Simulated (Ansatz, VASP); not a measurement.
**Two plane-wave programs on V**

The input INCAR:

```
PREC = Accurate
ENCUT = 520
EDIFF = 1E-6
ISMEAR = -1
SIGMA = 0.1
LREAL = F
LASPH = T
NELM = 60
ALGO = Normal
ISIF = 2
LWAVE = F
LCHARG = F
GGA = RP
NBANDS = 12
```

Contents of KPOINTS:

```
regular mesh
0
Gamma
  23 23 23
```

POSCAR

```
V
1.0
    0.0000000000      1.9987514222      1.9987514222
    1.9987514222      0.0000000000      1.9987514222
    1.9987514222      1.9987514222      0.0000000000
V
1
Direct
    0.0000000000      0.0000000000      0.0000000000
```

Input for Ansatz:

```yaml
crystal:
  lattice:
    - [0.0, 1.9987514222, 1.9987514222]
    - [1.9987514222, 0.0, 1.9987514222]
    - [1.9987514222, 1.9987514222, 0.0]
  atoms:
    - { symbol: V, position: [0.0, 0.0, 0.0] }
hamiltonian:
  xc: rpbe
  pseudopotentials:
    kind: paw
    azcp:
      V: "pseudopotentials/V.paw.azcp"
basis:
  ecutwfc: 420
  fft_grid_basis: typed
kpoints:
  mp_grid: { grid: [23, 23, 23], shift: [0, 0, 0] }
magnetization:
  spin_polarized: false
scf:
  occupations: { method: fermi_dirac, width: 0.1 }
output:
  stress: true
```

Alike in both runs: task single point; functional RPBE; k mesh 23 × 23 × 23; occupations fermi-dirac, width 0.1 eV; no spin polarisation.

|  | VASP | Ansatz |
| --- | --- | --- |
| version | VASP 6.6.1 | Ansatz 0.2.0 |
| potentials or method | VASP PAW PBE potentials, release 64 (V_sv), cutoff 520 eV | plane waves (420 eV) with PAW, scalar-relativistic |
| valence electrons in the cell | 13 | 13 |

```csv
,VASP,Ansatz,Ansatz less VASP
pressure (GPa),-14.7,-14.9,-0.21
```

VASP's potentials were made for PBE, not for RPBE.
